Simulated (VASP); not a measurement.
# Cr (Im-3m) in VASP: notebook, part 2 of 2

VASP 6.6.1. The steps go on from the part before.

### Step 3. Single point, PBE, collinear spin, ferromagnetic start (9.82 Å³/atom)

Contents of INCAR:

```
PREC = Accurate ; ENCUT = 520
EDIFF = 1E-6 ; ISMEAR = -1
SIGMA = 0.05 ; LREAL = False
LASPH = True ; NELM = 150
ALGO = Normal ; ISIF = 2
LWAVE = False ; LCHARG = False
ISPIN = 2 ; MAGMOM = 2
LORBIT = 11 ; LMAXMIX = 4
GGA = PE ; NBANDS = 16
```

Contents of KPOINTS:

```
regular mesh
0
Gamma
  21 21 21
```

Contents of POSCAR:

```
Cr
1.0
   -1.3491192624      1.3491192624      1.3491192624
    1.3491192624     -1.3491192624      1.3491192624
    1.3491192624      1.3491192624     -1.3491192624
Cr
1
Direct
    0.0000000000      0.0000000000      0.0000000000
```

Potentials or basis: VASP PAW PBE potentials, release 64 (Cr_pv).

The run is started by

```sh
$ cat potpaw_PBE.64/Cr_pv/POTCAR > POTCAR
$ mpirun -np 1 vasp_std > vasp.out
```

OUTCAR:

```text
PREC = Accurate
   ENCUT = 520
   EDIFF = 1E-6
   ISMEAR = -1
   LREAL = False
   LASPH = True
   NELM = 150
   ISIF = 2
   ISPIN = 2
   LORBIT = 11
   GGA = PE

 ion  position               nearest neighbor table
   1  0.000  0.000  0.000-

  LATTYP: Found a body centered cubic cell.
 ALAT       =     2.6982385248

  Lattice vectors:

 A1 = (  -1.3491192624,   1.3491192624,   1.3491192624)
 A2 = (   1.3491192624,  -1.3491192624,   1.3491192624)
 A3 = (   1.3491192624,   1.3491192624,  -1.3491192624)

Analysis of symmetry for initial positions (statically):
=====================================================================
 Subroutine PRICEL returns:
 Original cell was already a primitive cell.

 Routine SETGRP: Setting up the symmetry group for a
 body centered cubic supercell.

 Subroutine GETGRP returns: Found 48 space group operations
 (whereof 48 operations were pure point group operations)
 out of a pool of 48 trial point group operations.

The static configuration has the point symmetry O_h .

Analysis of symmetry for dynamics (positions and initial velocities):
[... 637 lines left out ...]

 [... further k-points ...]

 spin component 2

 k-point     1 :       0.0000    0.0000    0.0000
  band No.  band energies     occupation
      1     -29.0002      1.00000
      2     -29.0002      1.00000
      3     -29.0002      1.00000
      4       5.0819      1.00000
      5      12.3187      1.00000
      6      12.3187      1.00000
[... 435 lines left out ...]
      5      11.3552      1.00000
      6      11.6877      1.00000
[... 8 lines left out ...]
     15      45.3365      0.00000
     16      48.3738      0.00000

 [... further k-points ...]

------------------------ aborting loop because EDIFF is reached ----------------------------------------

  FORCE on cell =-STRESS in cart. coord.  units (eV):
  Direction    XX          YY          ZZ          XY          YZ          ZX
  --------------------------------------------------------------------------------------
  -------------------------------------------------------------------------------------
  Total        3.5696302      3.5696302      3.5696302     -0.0000000     -0.0000000      0.0000000
  in kB      582.2678125    582.2678125    582.2678125     -0.0000000     -0.0000000      0.0000000
  external PRESSURE =     582.2678125 kB  Pullay stress =       0.0000000 kB

 VOLUME and BASIS-vectors are now :
 -----------------------------------------------------------------------------
  energy-cutoff  :      520.00
  volume of cell :        9.82
      direct lattice vectors                 reciprocal lattice vectors
    -1.349119262  1.349119262  1.349119262     0.000000000  0.370612157  0.370612157
     1.349119262 -1.349119262  1.349119262     0.370612157  0.000000000  0.370612157
     1.349119262  1.349119262 -1.349119262     0.370612157  0.370612157  0.000000000

 POSITION                                       TOTAL-FORCE (eV/Angst)
 -----------------------------------------------------------------------------------
      0.00000      0.00000      0.00000        -0.000000     -0.000000      0.000000
 -----------------------------------------------------------------------------------
    total drift:                                0.000000      0.000000      0.000000

  FREE ENERGIE OF THE ION-ELECTRON SYSTEM (eV)
  ---------------------------------------------------
  free  energy   TOTEN  =        -9.2468427852 eV

  energy  without entropy=       -9.2412820216  energy(sigma->0) =       -9.24406240

 total charge

# of ion       s       p       d       tot
------------------------------------------
    1        0.505   6.518   4.447  11.471

 magnetization (x)

# of ion       s       p       d       tot
------------------------------------------
    1       -0.000   0.000   0.000   0.000
```

OSZICAR:

```text
N       E                     dE             d eps       ncg     rms          rms(c)
DAV:   1     0.758897591433E+02    0.75890E+02   -0.62877E+03 19064   0.928E+02
DAV:   2    -0.858354289903E+01   -0.84473E+02   -0.80245E+02 19760   0.247E+02
DAV:   3    -0.989449114088E+01   -0.13109E+01   -0.13091E+01 20752   0.337E+01
DAV:   4    -0.989790759459E+01   -0.34165E-02   -0.34164E-02 21432   0.170E+00
DAV:   5    -0.989792573904E+01   -0.18144E-04   -0.18143E-04 20952   0.111E-01    0.188E+01
DAV:   6    -0.924216313481E+01    0.65576E+00   -0.13909E+00 18976   0.226E+01    0.367E+00
DAV:   7    -0.925126773591E+01   -0.91046E-02   -0.58486E-02 19960   0.234E+00    0.217E+00
DAV:   8    -0.925122667285E+01    0.41063E-04   -0.55717E-03 19384   0.722E-01    0.763E-01
DAV:   9    -0.924697547954E+01    0.42512E-02   -0.10611E-03 21000   0.366E-01    0.253E-01
DAV:  10    -0.924683656622E+01    0.13891E-03   -0.32053E-04 20264   0.164E-01    0.684E-02
DAV:  11    -0.924684860401E+01   -0.12038E-04   -0.90677E-06 20744   0.322E-02    0.226E-02
DAV:  12    -0.924684511888E+01    0.34851E-05   -0.14314E-06 16896   0.802E-03    0.848E-03
DAV:  13    -0.924684282203E+01    0.22968E-05   -0.33130E-07 10136   0.446E-03    0.137E-03
DAV:  14    -0.924684278518E+01    0.36858E-07   -0.31605E-08  9352   0.190E-03
   1 F= -.92468428E+01 E0= -.92440624E+01  d E =-.556076E-02  mag=    -0.0000
```

It took 92 s on 1 thread of Intel Xeon 8259CL, shared host; peak memory 0.18 GiB.

What came out:

```yaml
Free_energy: -9.2468 eV
Pressure: 58.2 GPa
Band_gap_on_the_k_mesh: zero (filled and empty bands overlap)
Net_moment: 0.00 μB per cell
Valence_electrons_inside_the_program's_atomic_spheres: Cr 11.47
```

Levels at points of the mesh, in eV from the Fermi level:
Spin up:
| k point | band 4 | band 5 | band 6 | band 7 | band 8 | band 9 |
| --- | --- | --- | --- | --- | --- | --- |
| (0.00, 0.00, 0.00) | -8.44 | -1.20 | -1.20 | -1.20 | 1.33 | 1.33 |
Spin down:
```tsv
k point	band 4	band 5	band 6	band 7	band 8	band 9
(0.00, 0.00, 0.00)	-8.44	-1.20	-1.20	-1.20	1.33	1.33
```

Caveat: the cell stands under pressure.
